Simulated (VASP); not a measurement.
# InSb (F-43m) in VASP: single point with PBE0

Aim: the single point of InSb with PBE0.

Program: VASP 6.6.1. These are calculated values, not measurements. Logs are shortened: lines on timing, memory, paths and dates and some standing lists are left out, and cuts for length are marked.

**Experimental background.**

“Electronic Structure and Epitaxy of CdTe Shells on InSb Nanowires”, 2021, arxiv:2111.05126 quotes, for a bulk crystal of InSb: band gap 0.24 eV.

The runs below are set against these values where they give the same quantity.

## Step 1: The cell of the first run

It takes space group F-43m (No. 216, cubic). The conventional cell has a = 6.478 Å, b = 6.478 Å, c = 6.478 Å, α = 90.00°, β = 90.00°, γ = 90.00°. Within 3.7 Å of In (site symmetry -43m) lie 4 Sb at 2.81 Å. Sb (site symmetry -43m) has 4 In at 2.81 Å within 3.7 Å.

## Step 2: Single point, PBE0

File POSCAR:

```
InSb
1.0
    0.0000000000      3.2391003701      3.2391003701
    3.2391003701      0.0000000000      3.2391003701
    3.2391003701      3.2391003701      0.0000000000
In Sb
1 1
Direct
    0.0000000000      0.0000000000      0.0000000000
    0.7500000000      0.7500000000      0.7500000000
```

File INCAR.step1:

```
SYSTEM = InSb
ALGO = Normal ; EDIFF = 1E-5
ENCUT = 520 ; GGA = PE
ISIF = 2 ; ISMEAR = 0
LASPH = .TRUE. ; LREAL = .FALSE.
LWAVE = .TRUE. ; NBANDS = 16
NELM = 100 ; PREC = Accurate
SIGMA = 0.05
```

File INCAR.step2:

```
SYSTEM = InSb
AEXX = 0.25 ; ALGO = Normal
EDIFF = 1E-6 ; ENCUT = 520
GGA = PE ; ISIF = 2
ISMEAR = 0 ; ISTART = 1
LASPH = .TRUE. ; LCHARG = .TRUE.
LELF = .TRUE. ; LHFCALC = .TRUE.
LREAL = .FALSE. ; LVHAR = .TRUE.
LWAVE = .FALSE. ; NBANDS = 16
NELM = 100 ; PREC = Accurate
PRECFOCK = Normal ; SIGMA = 0.05
```

File KPOINTS:

```
k-points
0
G
  6 6 6
  0 0 0
```

Potentials or basis: VASP PAW PBE potentials, release 64 (In_d, Sb).

Run with:

```console
cat potpaw_PBE.64/In_d/POTCAR potpaw_PBE.64/Sb/POTCAR > POTCAR
cp INCAR.step1 INCAR
mpirun -np 1 vasp_std > vasp.out
cp INCAR.step2 INCAR
mpirun -np 1 vasp_std > vasp.out
```

OUTCAR:

```text
SYSTEM = InSb
   AEXX = 0.25
   EDIFF = 1E-6
   ENCUT = 520
   GGA = PE
   ISIF = 2
   ISMEAR = 0
   ISTART = 1
   LASPH = .TRUE.
   LHFCALC = .TRUE.
   LREAL = .FALSE.
   NELM = 100
   PREC = Accurate
   PRECFOCK = Normal

 ion  position               nearest neighbor table
   1  0.000  0.000  0.000-   2 2.81   2 2.81   2 2.81   2 2.81
   2  0.750  0.750  0.750-   1 2.81   1 2.81   1 2.81   1 2.81

  LATTYP: Found a face centered cubic cell.
 ALAT       =     6.4782007402

  Lattice vectors:

 A1 = (   0.0000000000,   3.2391003701,   3.2391003701)
 A2 = (   3.2391003701,   0.0000000000,   3.2391003701)
 A3 = (   3.2391003701,   3.2391003701,   0.0000000000)

Analysis of symmetry for initial positions (statically):
=====================================================================
 Subroutine PRICEL returns:
 Original cell was already a primitive cell.

 Routine SETGRP: Setting up the symmetry group for a
 face centered cubic supercell.

 Subroutine GETGRP returns: Found 24 space group operations
 (whereof 24 operations were pure point group operations)
 out of a pool of 48 trial point group operations.

The static configuration has the point symmetry T_d .

Analysis of symmetry for dynamics (positions and initial velocities):
=====================================================================
 Subroutine PRICEL returns:
 Original cell was already a primitive cell.

 Routine SETGRP: Setting up the symmetry group for a
 face centered cubic supercell.

 Subroutine GETGRP returns: Found 24 space group operations
 (whereof 24 operations were pure point group operations)
 out of a pool of 48 trial point group operations.

The dynamic configuration has the point symmetry T_d .

 Subroutine INISYM returns: Found 24 space group operations
 (whereof 24 operations are pure point group operations),
 and found     1 'primitive' translations

----------------------------------------------------------------------------------------

                                     Primitive cell

  volume of cell :      67.9678

  direct lattice vectors                    reciprocal lattice vectors
     0.000000000  3.239100370  3.239100370    -0.154363849  0.154363849  0.154363849
     3.239100370  0.000000000  3.239100370     0.154363849 -0.154363849  0.154363849
     3.239100370  3.239100370  0.000000000     0.154363849  0.154363849 -0.154363849

  length of vectors
     4.580779673  4.580779673  4.580779673     0.267366029  0.267366029  0.267366029

  position of ions in fractional coordinates (direct lattice)
     0.000000000  0.000000000  0.000000000
     0.750000000  0.750000000  0.750000000

  ion indices of the primitive-cell ions
   primitive index   ion index
                 1           1
                 2           2

----------------------------------------------------------------------------------------

 KPOINTS: k-points

Automatic generation of k-mesh.
 Grid dimensions read from file:
 generate k-points for:    6    6    6

 Generating k-lattice:

  Cartesian coordinates                     Fractional coordinates (reciprocal lattice)
    -0.025727308  0.025727308  0.025727308     0.166666667  0.000000000  0.000000000
     0.025727308 -0.025727308  0.025727308     0.000000000  0.166666667  0.000000000
     0.025727308  0.025727308 -0.025727308     0.000000000  0.000000000  0.166666667

  Length of vectors
     0.044561005  0.044561005  0.044561005

  Shift w.r.t. Gamma in fractional coordinates (k-lattice)
     0.000000000  0.000000000  0.000000000

 Subroutine IBZKPT returns following result:
 ===========================================

 Found     16 irreducible k-points:

 Following reciprocal coordinates:
            Coordinates               Weight
  0.000000  0.000000  0.000000      1.000000
  0.166667  0.000000  0.000000      8.000000
  0.333333  0.000000  0.000000      8.000000
  0.500000  0.000000  0.000000      4.000000
  0.166667  0.166667  0.000000      6.000000
  0.333333  0.166667  0.000000     24.000000
[... 8 lines left out ...]
 -0.333333  0.333333  0.166667     24.000000
 -0.333333  0.500000  0.166667     12.000000
   k-points           NKPTS =     16   k-points in BZ     NKDIM =    216   number of bands    NBANDS=     16
   number of dos      NEDOS =    301   number of ions     NIONS =      2
   total plane-waves  NPLWV =  46656
   dimension x,y,z NGX =    36 NGY =   36 NGZ =   36
   dimension x,y,z NGXF=    72 NGYF=   72 NGZF=   72
   ions per type =               1   1
   NGX,Y,Z   is equivalent  to a cutoff of  13.07, 13.07, 13.07 a.u.
   NGXF,Y,Z  is equivalent  to a cutoff of  26.13, 26.13, 26.13 a.u.
 SYSTEM =  InSb
   PREC   = accura    normal or accurate (medium, high low for compatibility)
   ISTART =      1    job   : 0-new  1-cont  2-samecut
   ICHARG =      0    charge: 1-file 2-atom 10-const
   ISPIN  =      1    spin polarized calculation?
   LNONCOLLINEAR =      F non collinear calculations
   LSORBIT =      F    spin-orbit coupling
   LASPH  =      T    aspherical Exc in radial PAW
   ENCUT  =  520.0 eV  38.22 Ry    6.18 a.u.   8.52  8.52  8.52*2*pi/ulx,y,z
   NELM   =    100;   NELMIN=  2; NELMDL=  0     # of ELM steps
   EDIFF  = 0.1E-05   stopping-criterion for ELM
   LREAL  =      F    real-space projection
   EDIFFG = 0.1E-04   stopping-criterion for IOM
   NSW    =      0    number of steps for IOM
   IBRION =     -1    ionic relax: 0-MD 1-quasi-New 2-CG
   NFREE  =      0    steps in history (QN), initial steepest desc. (CG)
   ISIF   =      2    stress and relaxation
   ISYM   =      3    0-nonsym 1-usesym 2-fastsym
   POTIM  = 0.5000    time-step for ionic-motion
   TEBEG  =    0.0;   TEEND  =   0.0 temperature during run
   PSTRESS=    0.0 pullay stress
   NELECT =      18.0000    total number of electrons
   NUPDOWN=      -1.0000    fix difference up-down
   EMIN   =  10.00;   EMAX   =-10.00  energy-range for DOS
   EFERMI =   0.00;   METHOD = LEGACY
   ISMEAR =     0;   SIGMA  =   0.05  broadening in eV -4-tet -1-fermi 0-gaus
   EFERMI_NEDOS =   21; number of points for ismear=-14 and -15
   IALGO  =     38    algorithm
   IMIX   =      1    mixing-type and parameters
     AMIX     =   0.40;   BMIX     =  1.00
     AMIX_MAG =   1.60;   BMIX_MAG =  1.00
  volume/ion in A,a.u.               =      33.98       229.33
  Fermi-wavevector in a.u.,A,eV,Ry     =   1.051311  1.986690 15.037908  1.105255
  Thomas-Fermi vector in A             =   2.186349
   LORBIT       =      0    0 simple, 1 ext, 2 COOP (PROOUT), +10 PAW based schemes
   GGA     = PE    functional components
   LHFCALC =     T    Hartree Fock is set to
   PRECFOCK=normal    Normal, Fast or Accurate (Low or Medium for compatibility)
   ENCUT4O =  -1.0   cutoff for four orbital integrals eV
   NKREDX  =     1    reduce k-point grid by
   NKREDY  =     1    reduce k-point grid by
   NKREDZ  =     1    reduce k-point grid by
   AEXX    =    0.2500 exact exchange contribution
   HFSCREEN=    0.0000 screening length (either q_TF or 0.3 A-1)
   HFSCREENC=   0.0000 screening length for correlation (either q_TF or 0.3 A-1)
   ENCUTFOCK=  -1.0 apply spherical cutoff to Coloumb kernel
   IVDW    =     0    specifies the selected vdW correction
   LEPSILON=     F    determine dielectric tensor
   LRPA    =     F    only Hartree local field effects (RPA)
 non-spin polarized calculation
 Gauss-broadening in eV      SIGMA  =   0.05
  energy-cutoff  :      520.00
  volume of cell :       67.97
 maximum number of plane-waves:      1853
 NGX is ok and might be reduce to    36
  NGX = 28; NGY = 28; NGZ = 28

 number of electron      17.9999993 magnetization

 Free energy of the ion-electron system (eV)
  ---------------------------------------------------
  ext. energy  EPLUGINS =         0.00000000
  ---------------------------------------------------
  free energy    TOTEN  =        -9.33433333 eV

  energy without entropy =       -9.33433333  energy(sigma->0) =       -9.33433333

 E-fermi :   4.6291     XC(G=0):  -6.8889

 val. band max:        4.3996491171   @ k =   0.0000   0.0000   0.0000
 cond. band min:       5.5085439201   @ k =   0.0000   0.0000   0.0000
 fundamental gap:      1.1088948030
 Fermi energy:         4.6291388649

 k-point     1 :       0.0000    0.0000    0.0000
  band No.  band energies     occupation
      1     -12.0852      2.00000
      2     -12.0852      2.00000
      3     -12.0852      2.00000
      4     -11.9934      2.00000
      5     -11.9934      2.00000
      6      -7.4537      2.00000
[... 8 lines left out ...]
     15      14.2007      0.00000
     16      14.2007      0.00000

 k-point     2 :       0.1667    0.0000    0.0000
  band No.  band energies     occupation
      1     -12.0955      2.00000
      2     -12.0797      2.00000
      3     -12.0797      2.00000
      4     -11.9938      2.00000
      5     -11.9938      2.00000
      6      -7.1784      2.00000
[... 8 lines left out ...]
     15      13.1848      0.00000
     16      13.1848      0.00000

 k-point     3 :       0.3333    0.0000    0.0000
  band No.  band energies     occupation
      1     -12.1159      2.00000
      2     -12.0699      2.00000
      3     -12.0699      2.00000
      4     -11.9933      2.00000
      5     -11.9933      2.00000
      6      -6.4599      2.00000
[... 8 lines left out ...]
     15      13.6646      0.00000
     16      13.6646      0.00000

 k-point     4 :       0.5000    0.0000    0.0000
  band No.  band energies     occupation
      1     -12.1260      2.00000
      2     -12.0658      2.00000
      3     -12.0658      2.00000
      4     -11.9922      2.00000
      5     -11.9922      2.00000
      6      -5.9260      2.00000
[... 8 lines left out ...]
     15      15.2696      0.00000
     16      15.2696      0.00000

 k-point     5 :       0.1667    0.1667    0.0000
  band No.  band energies     occupation
      1     -12.1051      2.00000
      2     -12.0742      2.00000
      3     -12.0742      2.00000
      4     -11.9974      2.00000
      5     -11.9914      2.00000
      6      -7.0848      2.00000
[... 8 lines left out ...]
     15      13.3851      0.00000
     16      14.5025      0.00000

 k-point     6 :       0.3333    0.1667    0.0000
  band No.  band energies     occupation
      1     -12.1224      2.00000
      2     -12.0654      2.00000
      3     -12.0636      2.00000
      4     -11.9999      2.00000
      5     -11.9901      2.00000
      6      -6.4984      2.00000
[... 8 lines left out ...]
     15      14.3116      0.00000
     16      14.6584      0.00000
[... 115 lines left out ...]
 k-point    13 :       0.5000    0.5000    0.0000
  band No.  band energies     occupation
      1     -12.1587      2.00000
      2     -12.0400      2.00000
      3     -12.0400      2.00000
      4     -12.0131      2.00000
      5     -11.9851      2.00000
      6      -5.2361      2.00000
[... 8 lines left out ...]
     15      16.2569      0.00000
     16      16.6111      0.00000

 k-point    14 :       0.5000    0.3333    0.1667
  band No.  band energies     occupation
      1     -12.1362      2.00000
      2     -12.0585      2.00000
      3     -12.0532      2.00000
      4     -12.0020      2.00000
      5     -11.9901      2.00000
      6      -5.8684      2.00000
[... 8 lines left out ...]
     15      14.9066      0.00000
     16      16.3595      0.00000

 k-point    15 :      -0.3333    0.3333    0.1667
  band No.  band energies     occupation
      1     -12.1408      2.00000
      2     -12.0573      2.00000
      3     -12.0485      2.00000
      4     -12.0005      2.00000
      5     -11.9920      2.00000
      6      -5.4221      2.00000
[... 8 lines left out ...]
     15      15.6978      0.00000
     16      16.1741      0.00000

 k-point    16 :      -0.3333    0.5000    0.1667
  band No.  band energies     occupation
      1     -12.1495      2.00000
      2     -12.0507      2.00000
      3     -12.0422      2.00000
      4     -12.0061      2.00000
      5     -11.9893      2.00000
      6      -5.2050      2.00000
[... 8 lines left out ...]
     15      15.8942      0.00000
     16      16.6233      0.00000

------------------------ aborting loop because EDIFF is reached ----------------------------------------

  FORCE on cell =-STRESS in cart. coord.  units (eV):
  Direction    XX          YY          ZZ          XY          YZ          ZX
  --------------------------------------------------------------------------------------
  -------------------------------------------------------------------------------------
  Total        0.3095400      0.3095400      0.3095400      0.0000000      0.0000000      0.0000000
  in kB        7.2966616      7.2966616      7.2966616      0.0000000      0.0000000      0.0000000
  external PRESSURE =       7.2966616 kB  Pullay stress =       0.0000000 kB

 VOLUME and BASIS-vectors are now :
 -----------------------------------------------------------------------------
  energy-cutoff  :      520.00
  volume of cell :       67.97
      direct lattice vectors                 reciprocal lattice vectors
     0.000000000  3.239100370  3.239100370    -0.154363849  0.154363849  0.154363849
     3.239100370  0.000000000  3.239100370     0.154363849 -0.154363849  0.154363849
     3.239100370  3.239100370  0.000000000     0.154363849  0.154363849 -0.154363849

 POSITION                                       TOTAL-FORCE (eV/Angst)
 -----------------------------------------------------------------------------------
      0.00000      0.00000      0.00000         0.000000      0.000000      0.000000
      4.85865      4.85865      4.85865        -0.000000     -0.000000     -0.000000
 -----------------------------------------------------------------------------------
    total drift:                                0.000026     -0.000011     -0.000005

  FREE ENERGIE OF THE ION-ELECTRON SYSTEM (eV)
  ---------------------------------------------------
  free  energy   TOTEN  =        -9.3343333274 eV

  energy  without entropy=       -9.3343333274  energy(sigma->0) =       -9.33433333
```

Run time: 83 min. Hardware: 1 thread of Intel Xeon Platinum 8259CL at 2.50GHz (Skylake/Cascade Lake), shared host; peak memory 0.25 GiB.

What came out:

* Free energy: -9.3343 eV
* Pressure: 0.7 GPa
* Band gap on the k mesh: 1.11 eV

Levels at points of the mesh, in eV from the valence-band top:
```csv
k point,band 5,band 6,band 7,band 8,band 9,band 10,band 11,band 12,band 13,band 14
"(0.00, 0.00, 0.00)",-16.39,-11.85,0.00,0.00,0.00,1.11,4.29,4.29,4.29,7.21
"(0.50, 0.00, 0.00)",-16.39,-10.33,-6.21,-1.11,-1.11,1.77,5.18,5.18,7.53,9.96
"(0.50, 0.50, 0.00)",-16.38,-9.64,-6.52,-2.51,-2.51,2.51,2.54,9.99,9.99,10.56
```

Caveat: the PAW data sets were made with another functional, which shifts forces and pressure a little; spin-orbit coupling is left out, which moves the levels of the heavy elements.

## Step 3: Comparison with measurements

Step 2. Measured gap of InSb: 0.24 eV (quoted in “Electronic Structure and Epitaxy of CdTe Shells on InSb Nanowires”, 2021, arxiv:2111.05126). This calculation gives 1.11 eV (+0.87 eV). Spin-orbit coupling on In, Sb is left out. The value is that of PBE0, without temperature or zero-point motion.
